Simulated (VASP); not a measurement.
# Cu (P6_3/mmc) in VASP: notebook, part 2 of 2

VASP 6.6.1. The steps go on from the part before.

### 3 Relaxation of cell and atoms, PBEsol, target pressure 10 GPa, at which the enthalpy is minimised

Contents of INCAR:

```
PREC     = Accurate       # precision mode
ENCUT    = 600            # plane-wave cutoff, eV
EDIFF    = 1E-7           # SCF threshold, eV
ISMEAR   = -1             # smearing method
SIGMA    = 0.05           # smearing width, eV
LREAL    = False          # projectors in reciprocal space
LASPH    = True           # aspherical terms in the spheres
NELM     = 60             # most SCF steps
ALGO     = Normal         # electronic algorithm
ISIF     = 3              # what is computed and relaxed
LWAVE    = False          # write WAVECAR
LCHARG   = False          # write CHGCAR
GGA      = PS             # functional
IBRION   = 2              # ionic algorithm
NSW      = 60             # ionic steps
EDIFFG   = -0.01          # ionic threshold
PSTRESS  = 100.0
```

Contents of KPOINTS:

```
Automatic mesh
0
Gamma
  12 12 7
```

Contents of POSCAR:

```
Cu
1.0
    2.5340966698      0.0000000000      0.0000000000
   -1.2670483349      2.1945920917      0.0000000000
    0.0000000000      0.0000000000      4.1125710000
Cu
2
Direct
    0.6666666667      0.3333333333      0.7500000000
    0.3333333333      0.6666666667      0.2500000000
```

Potentials or basis: VASP PAW PBE potentials, release 64 (Cu).

Run with:

```bash
$ cat potpaw_PBE.64/Cu/POTCAR > POTCAR
$ mpirun -np 1 vasp_std > vasp.out
```

OUTCAR:

```text
PREC = Accurate
   ENCUT = 600
   EDIFF = 1E-7
   ISMEAR = -1
   LREAL = False
   LASPH = True
   NELM = 60
   ISIF = 3
   GGA = PS
   IBRION = 2
   NSW = 60
   EDIFFG = -0.01
   PSTRESS = 100.0

 ion  position               nearest neighbor table
   1  0.667  0.333  0.750-   2 2.52   2 2.52   2 2.52   2 2.52   2 2.52   2 2.52
   2  0.333  0.667  0.250-   1 2.52   1 2.52   1 2.52   1 2.52   1 2.52   1 2.52

  LATTYP: Found a hexagonal cell.
 ALAT       =     2.5340966698
 C/A-ratio  =     1.6228942838

  Lattice vectors:

 A1 = (   2.5340966698,   0.0000000000,   0.0000000000)
 A2 = (  -1.2670483349,   2.1945920917,   0.0000000000)
 A3 = (   0.0000000000,   0.0000000000,   4.1125710000)

[... 412 lines left out ...]
  energy without entropy =       -8.54412163  energy(sigma->0) =       -8.54800775

 E-fermi :   8.5267     XC(G=0): -13.4444

 val. band max:        8.5260498426   @ k =   0.3333   0.1667   0.2857
 cond. band min:       8.5508327215   @ k =   0.5000  -0.0000   0.0000
 fundamental gap:      0.0247828789
 Fermi energy:         8.5267112701

 k-point     1 :       0.0000    0.0000    0.0000
  band No.  band energies     occupation
      1      -1.5303      2.00000
      2       2.9449      2.00000
      3       5.2570      2.00000
      4       5.3181      2.00000
      5       5.3181      2.00000
      6       5.5619      2.00000
      7       5.5619      2.00000
      8       5.8793      2.00000
      9       5.8793      2.00000
     10       6.7455      2.00000
     11       6.7455      2.00000
     12       7.2836      2.00000
     13      12.8224      0.00000
     14      30.6074      0.00000
[... 401 lines left out ...]
      2       3.7554      2.00000
      3       4.0562      2.00000
      4       4.7139      2.00000
      5       5.3082      2.00000
      6       5.4150      2.00000
      7       5.6734      2.00000
      8       6.4656      2.00000
      9       6.5027      2.00000
     10       6.5264      2.00000
     11       6.8567      2.00000
     12      11.3125      0.00000
     13      15.7802      0.00000
     14      17.0111      0.00000
     15      22.5903      0.00000

 [... further k-points ...]
[... 5 lines left out ...]
  --------------------------------------------------------------------------------------
  -------------------------------------------------------------------------------------
  Total        1.3529882      1.3529882      1.3437595      0.0000000     -0.0000000      0.0000000
  in kB      100.4603891    100.4603891     99.7751511      0.0000000     -0.0000000      0.0000000
  external PRESSURE =       0.2319764 kB  Pullay stress =     100.0000000 kB
[... 21 lines left out ...]
  energy  without entropy=       -8.5441216265  energy(sigma->0) =       -8.54800775

  enthalpy is  TOTEN    =        -7.2051060976 eV   P V=        1.3467877712

 reached required accuracy - stopping structural energy minimisation
```

Run time: 2.1 min. Hardware: 1 thread of AMD EPYC 7R43 (Zen 3), shared host; peak memory 0.12 GiB.

What came out:

| Property | Result |
| --- | --- |
| Free energy | -8.5519 eV |
| Relaxed volume | 10.79 Å³/atom |
| Relaxed cell | a = 2.482 Å, b = 2.482 Å, c = 4.044 Å, α = 90.00°, β = 90.00°, γ = 120.00° |
| Space group after relaxing (to 0.05 Å) | P6_3/mmc (No. 194) |
| Energy change on relaxing (the enthalpy is what falls) | +17.7 meV/atom |
| Ionic steps | 7 |
| Pressure after relaxing | 10.0 GPa |
| Band gap on the k mesh | zero (band 11 reaches 12.76 eV, above the bottom of band 12 at 6.57 eV) |

Step by step:
```tsv
step	energy change (eV)	largest force (eV/Å)	pressure (GPa)	volume (Å³)
1	0.0000	0.0000	-0.63	22.87
2	0.1490	0.0000	22.87	20.45
3	0.0346	0.0000	9.89	21.59
4	0.0362	0.0000	10.16	21.57
5	0.0342	0.0000	9.84	21.60
6	0.0341	0.0000	9.82	21.60
7	0.0354	0.0000	10.02	21.58
```

Final structure:
```
Cu
1.0
     2.48226    0.00000    0.00000
    -1.24113    2.14970    0.00000
     0.00000    0.00000    4.04375
Cu
2
Cartesian
  1.2411 0.7166 3.0328
  0.0000 1.4331 1.0109
```

Caveat: the cell is relaxed towards a set pressure, so the enthalpy falls and the energy may rise; the PAW data sets were made with another functional, which shifts forces and pressure a little.

### 4 Single point, PBEsol

This run uses another cell than the first one, of 10.98 Å³/atom, 0.960 times its volume.

Contents of INCAR:

```
SYSTEM = Cu
ALGO = Fast
EDIFF = 1E-6
ENCUT = 520
GGA = PS
ISIF = 2
ISMEAR = -1
LASPH = .TRUE.
LCHARG = .FALSE.
LREAL = .FALSE.
LWAVE = .FALSE.
NBANDS = 18
NELM = 80
PREC = Accurate
SIGMA = 0.05
```

Contents of KPOINTS:

```
k-points
0
G
  12 12 7
  0 0 0
```

Contents of POSCAR:

```
Cu
1.0
    2.4998479218      0.0000000000      0.0000000000
   -1.2499239609      2.1649318059      0.0000000000
    0.0000000000      0.0000000000      4.0569889027
Cu
2
Direct
    0.6666666667      0.3333333333      0.7500000000
    0.3333333333      0.6666666667      0.2500000000
```

Run with:

```bash
$ cat potpaw_PBE.64/Cu/POTCAR > POTCAR
$ mpirun -np 1 vasp_std > vasp.out
```

Run time: 14 s. Hardware: 1 thread of Intel Xeon 6975P-C (Granite Rapids), shared host; peak memory 0.14 GiB.

Results (log left out):

| Item | Value |
| --- | --- |
| Free energy | -8.5707 eV |
| Pressure | 7.4 GPa |
| Band gap on the k mesh | zero (band 11 reaches 12.46 eV, above the bottom of band 12 at 6.36 eV) |

Stress tensor (GPa, compression positive):
```
7.24 0.00 0.00
0.00 7.24 0.00
0.00 0.00 7.83
```

Levels at points of the mesh, in eV from the Fermi level:
| k point | band 8 | band 9 | band 10 | band 11 | band 12 | band 13 | band 14 | band 15 |
| --- | --- | --- | --- | --- | --- | --- | --- | --- |
| (0.00, 0.00, 0.00) | -2.61 | -2.61 | -1.76 | -1.76 | -1.15 | 4.26 | 21.89 | 22.73 |
| (0.50, 0.00, 0.00) | -1.66 | -1.59 | -1.55 | 0.02 | 1.72 | 8.15 | 8.63 | 11.19 |

Caveat: the PAW data sets were made with another functional, which shifts forces and pressure a little.

### 5 Single point, PBEsol

This run uses another cell than the first one, of 11.66 Å³/atom, 1.020 times its volume.

Contents of INCAR:

```
SYSTEM = Cu
PREC = Accurate ; ENCUT = 520
EDIFF = 1E-6 ; ISMEAR = -1
SIGMA = 0.05 ; LREAL = .FALSE.
LASPH = .TRUE. ; NELM = 80
ALGO = Normal ; ISIF = 2
LWAVE = .FALSE. ; LCHARG = .FALSE.
GGA = PS ; NBANDS = 18
```

Contents of KPOINTS:

```
Automatic mesh
0
G
  12 12 7
  0 0 0
```

Contents of POSCAR:

```
Cu
1.0
    2.5508792560      0.0000000000      0.0000000000
   -1.2754396280      2.2091262377      0.0000000000
    0.0000000000      0.0000000000      4.1398073633
Cu
2
Direct
    0.6666666667      0.3333333333      0.7500000000
    0.3333333333      0.6666666667      0.2500000000
```

Run with:

```bash
$ cat potpaw_PBE.64/Cu/POTCAR > POTCAR
$ mpirun -np 1 vasp_std > vasp.out
```

It took 11 s on 1 thread of Intel Xeon 6975P-C (Granite Rapids), shared host; peak memory 0.15 GiB.

The run converged. Its results:

```yaml
Free_energy: -8.5810 eV
Pressure: -3.7 GPa
Band_gap_on_the_k_mesh: zero (band 11 reaches 11.52 eV, above the bottom of band 12 at 5.67 eV)
```

Stress tensor (GPa, compression positive):
```
-3.79  0.00  0.00
 0.00 -3.79  0.00
 0.00  0.00 -3.60
```

Levels at points of the mesh, in eV from the Fermi level:
```tsv
k point	band 8	band 9	band 10	band 11	band 12	band 13	band 14	band 15
(0.00, 0.00, 0.00)	-2.46	-2.46	-1.68	-1.68	-0.96	3.94	21.41	21.79
(0.50, 0.00, 0.00)	-1.59	-1.53	-1.49	0.03	1.60	7.86	8.26	10.81
```

Caveat: the PAW data sets were made with another functional, which shifts forces and pressure a little.

### 6 Overview

```tsv
task	cell	cutoff (eV)	gap on the mesh (eV)	pressure (GPa)
relaxation of cell and atoms	relaxed to 5 GPa from a = 2.534, b = 2.534, c = 4.113 Å, angles 90.0, 90.0, 120.0°, 2 atoms	600	none	4.9
relaxation of cell and atoms	relaxed to 10 GPa from a = 2.534, b = 2.534, c = 4.113 Å, angles 90.0, 90.0, 120.0°, 2 atoms	600	none	10.0
single point	a = 2.500, b = 2.500, c = 4.057 Å, angles 90.0, 90.0, 120.0°, 2 atoms	520	none	7.4
single point	a = 2.551, b = 2.551, c = 4.140 Å, angles 90.0, 90.0, 120.0°, 2 atoms	520	none	-3.7
```

Alike in all rows: level PBEsol; potentials or basis VASP PAW PBE potentials, release 64 (Cu); no spin polarisation; k mesh 12 × 12 × 7; smearing fermi-dirac 0.05 eV.

Caveats: the PAW data sets were made with another functional, which shifts forces and pressure a little; the cell is relaxed towards a set pressure, so the enthalpy falls and the energy may rise (some runs).

Absolute energies hang on the potentials; compare differences alone.
